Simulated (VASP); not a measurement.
# LiMg (Pm-3m) in VASP: a series of runs, part 2 of 2

VASP 6.6.1. The steps go on from the part before.

## 3. Relaxation of cell and atoms, LDA

This run uses another cell than the first one, of 19.92 Å³/atom.

INCAR

```
SYSTEM = LiMg
PREC = Accurate ; ENCUT = 600
EDIFF = 1E-7 ; ISMEAR = 0
SIGMA = 0.1 ; LREAL = .FALSE.
LASPH = .TRUE. ; NELM = 80
ALGO = Normal ; ISIF = 3
LWAVE = .FALSE. ; LCHARG = .FALSE.
IBRION = 2 ; NSW = 100
EDIFFG = -0.005
```

KPOINTS

```
Automatic mesh
0
G
  12 12 12
  0 0 0
```

POSCAR

```
LiMg
1.0
    3.4153260000      0.0000000000      0.0000000000
    0.0000000000      3.4153260000      0.0000000000
    0.0000000000      0.0000000000      3.4153260000
Li Mg
1 1
Direct
    0.0000000000      0.0000000000      0.0000000000
    0.5000000000      0.5000000000      0.5000000000
```

Potentials or basis: VASP PAW LDA potentials, release 64 (Li_sv, Mg).

Run with:

```bash
> cat potpaw_LDA.64/Li_sv/POTCAR potpaw_LDA.64/Mg/POTCAR > POTCAR
> mpirun -np 1 vasp_std > vasp.out
```

OUTCAR:

```text
SYSTEM = LiMg
   PREC = Accurate
   ENCUT = 600
   EDIFF = 1E-7
   ISMEAR = 0
   LREAL = .FALSE.
   LASPH = .TRUE.
   NELM = 80
   ISIF = 3
   IBRION = 2
   NSW = 100
   EDIFFG = -0.005

 ion  position               nearest neighbor table
   1  0.000  0.000  0.000-   2 2.96   2 2.96   2 2.96   2 2.96   2 2.96   2 2.96   2 2.96   2 2.96

   2  0.500  0.500  0.500-   1 2.96   1 2.96   1 2.96   1 2.96   1 2.96   1 2.96   1 2.96   1 2.96

  LATTYP: Found a simple cubic cell.
 ALAT       =     3.4153260000

  Lattice vectors:

 A1 = (   3.4153260000,   0.0000000000,   0.0000000000)
 A2 = (   0.0000000000,   3.4153260000,   0.0000000000)
 A3 = (   0.0000000000,   0.0000000000,   3.4153260000)

Analysis of symmetry for initial positions (statically):
=====================================================================
 Subroutine PRICEL returns:
 Original cell was already a primitive cell.

 Routine SETGRP: Setting up the symmetry group for a
 simple cubic supercell.

 Subroutine GETGRP returns: Found 48 space group operations
 (whereof 48 operations were pure point group operations)
 out of a pool of 48 trial point group operations.

The static configuration has the point symmetry O_h .

[... 170 lines left out ...]
  Total       -0.3914713     -0.3914713     -0.3914713      0.0000000     -0.0000000      0.0000000
  in kB      -15.7439631    -15.7439631    -15.7439631      0.0000000     -0.0000000      0.0000000
  external PRESSURE =     -15.7439631 kB  Pullay stress =       0.0000000 kB
[... 95 lines left out ...]
--------------------------------------- Ionic step        4  -------------------------------------------

 number of electron       4.9999989 magnetization

 Free energy of the ion-electron system (eV)
  ---------------------------------------------------
  ext. energy  EPLUGINS =         0.00000000
  ---------------------------------------------------
  free energy    TOTEN  =        -4.02102890 eV

  energy without entropy =       -4.01751747  energy(sigma->0) =       -4.01927319

 E-fermi :   2.0254     XC(G=0):  -8.4350

 val. band max:        1.9996720361   @ k =   0.5000   0.3333   0.3333
 cond. band min:       2.0956075474   @ k =   0.3333   0.3333   0.0000
 fundamental gap:      0.0959355113
 Fermi energy:         2.0253702607

 k-point     1 :       0.0000    0.0000    0.0000
  band No.  band energies     occupation
      1     -43.0984      2.00000
      2      -3.7178      2.00000
      3       7.2802      0.00000
      4       7.2802      0.00000
      5       7.2802      0.00000
      6       8.1298      0.00000
[... 199 lines left out ...]
 k-point    24 :       0.4167    0.3333    0.0000
  band No.  band energies     occupation
      1     -43.0937      2.00000
      2      -0.4953      2.00000
      3       1.4595      2.00000
      4       4.1035      0.00000
      5       6.0482      0.00000
      6      10.5814      0.00000

 [... further k-points ...]

------------------------ aborting loop because EDIFF is reached ----------------------------------------

  FORCE on cell =-STRESS in cart. coord.  units (eV):
  Direction    XX          YY          ZZ          XY          YZ          ZX
  --------------------------------------------------------------------------------------
  -------------------------------------------------------------------------------------
  Total        0.0008838      0.0008838      0.0008838     -0.0000000      0.0000000     -0.0000000
  in kB        0.0377930      0.0377930      0.0377930     -0.0000000      0.0000000     -0.0000000
  external PRESSURE =       0.0377930 kB  Pullay stress =       0.0000000 kB
[... 17 lines left out ...]
  FREE ENERGIE OF THE ION-ELECTRON SYSTEM (eV)
  ---------------------------------------------------
  free  energy   TOTEN  =        -4.0210289027 eV

  energy  without entropy=       -4.0175174697  energy(sigma->0) =       -4.01927319

 reached required accuracy - stopping structural energy minimisation
```

OSZICAR:

```text
N       E                     dE             d eps       ncg     rms          rms(c)
DAV:   1     0.199053061943E+01    0.19905E+01   -0.14640E+03  1008   0.665E+02
DAV:   2    -0.379325830526E+01   -0.57838E+01   -0.55543E+01  1368   0.775E+01
[... 29 lines left out ...]
DAV:   1    -0.402105045379E+01   -0.52792E-04   -0.97255E-04  1518   0.352E-01    0.561E-02
DAV:   2    -0.402103896945E+01    0.11484E-04   -0.81633E-05  1110   0.867E-02    0.362E-02
DAV:   3    -0.402102977688E+01    0.91926E-05   -0.37056E-05  1980   0.401E-02    0.107E-02
DAV:   4    -0.402102995543E+01   -0.17855E-06   -0.11691E-06  1038   0.122E-02    0.115E-02
DAV:   5    -0.402102896494E+01    0.99049E-06   -0.88972E-07  1626   0.754E-03    0.288E-03
DAV:   6    -0.402102890269E+01    0.62255E-07   -0.37960E-08   570   0.240E-03
   4 F= -.40210289E+01 E0= -.40192732E+01  d E =-.122328E-01
```

It took 53 s on 1 thread of Intel Xeon 8259CL, shared host; peak memory 0.17 GiB.

Results:

```yaml
Free_energy: -4.0210 eV
Relaxed_volume: 18.73 Å³/atom
Relaxed_cell: a = 3.346 Å, b = 3.346 Å, c = 3.346 Å, α = 90.00°, β = 90.00°, γ = 90.00°
Space_group_after_relaxing_to_0.1_Å: Pm-3m (No. 221)
Energy_gained_by_relaxing: 6.1 meV/atom
Ionic_steps: 4
Pressure_after_relaxing: 0.0 GPa
Band_gap_on_the_k_mesh: zero (an odd number of electrons rules out a gap without spin polarisation)
```

Step by step:
| step | energy change (eV) | largest force (eV/Å) | pressure (GPa) | volume (Å³) |
| --- | --- | --- | --- | --- |
| 1 | 0.0000 | 0.0000 | -1.57 | 39.84 |
| 2 | -0.0087 | 0.0000 | -0.89 | 38.72 |
| 3 | -0.0122 | 0.0000 | -0.09 | 37.58 |
| 4 | -0.0122 | 0.0000 | 0.00 | 37.47 |

Final structure:
```
Li Mg
1.0
     3.34625    0.00000    0.00000
     0.00000    3.34625    0.00000
     0.00000    0.00000    3.34625
Li Mg
1 1
Cartesian
  0.0000 0.0000 0.0000
  1.6731 1.6731 1.6731
```

Levels at points of the mesh, in eV from the Fermi level:
```csv
k point,band 1,band 2,band 3,band 4,band 5,band 6
"(0.00, 0.00, 0.00)",-45.12,-5.74,5.25,5.25,5.25,6.10
"(0.50, 0.00, 0.00)",-45.12,-3.46,-2.01,7.66,7.66,8.56
"(0.50, 0.50, 0.00)",-45.12,-0.63,-0.63,0.39,2.32,10.23
"(0.50, 0.50, 0.50)",-45.12,2.32,2.32,2.32,2.74,2.74
```

Caveat: the cutoff is under 1.25 times the usual one of these potentials, so pressure, stress and relaxed cells hold a basis-set (Pulay) error.

The gap in the log of VASP goes by the Fermi energy; the results here count the filled bands.